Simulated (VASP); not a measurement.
CdO, 4 atoms in the cell. Symmetry: Fm-3m, No. 225, cubic system. The conventional cell has a = 4.894 Å, b = 4.894 Å, c = 4.894 Å, α = 90.00°, β = 90.00°, γ = 90.00°. Cd (site symmetry m-3m) has 6 O at 2.45 Å within 3.2 Å. O (site symmetry m-3m) has 6 Cd at 2.45 Å within 3.2 Å.  This cell differs from its parent crystal: equal strain along all axes, cell held: +4.0 %.

| Property | Result |
| --- | --- |
| Program | VASP 6.6.1 |
| Task | single point |
| Functional | r2SCAN |
| Potentials or basis | VASP PAW PBE potentials, release 64 (Cd, O) |
| Cutoff | 660 eV |
| k mesh | 16 × 16 × 12 |
| Occupations | gaussian, width 0.1 eV |
| Spin | no spin polarisation |
| Dipole correction | no |
| Further INCAR settings | ALGO = Normal; EDIFF = 1e-06; NBANDS = 26 |

Potentials or basis: VASP PAW PBE potentials, release 64 (Cd, O).

Command:

```bash
$ cat potpaw_PBE.64/Cd/POTCAR potpaw_PBE.64/O/POTCAR > POTCAR
$ cp INCAR.step1 INCAR
$ mpirun -np 1 vasp_std > vasp.out
$ cp INCAR.step2 INCAR
$ mpirun -np 1 vasp_std > vasp.out
```

Hardware: 1 thread of Oxide Virtual Turin-like Processor, on a shared host.

Task: How long does it take, and how much memory?

Result: Wall time 34 min on 1 thread of Oxide Virtual Turin-like Processor, on a shared host, peak memory 0.6 GiB. Counts: k points 315.
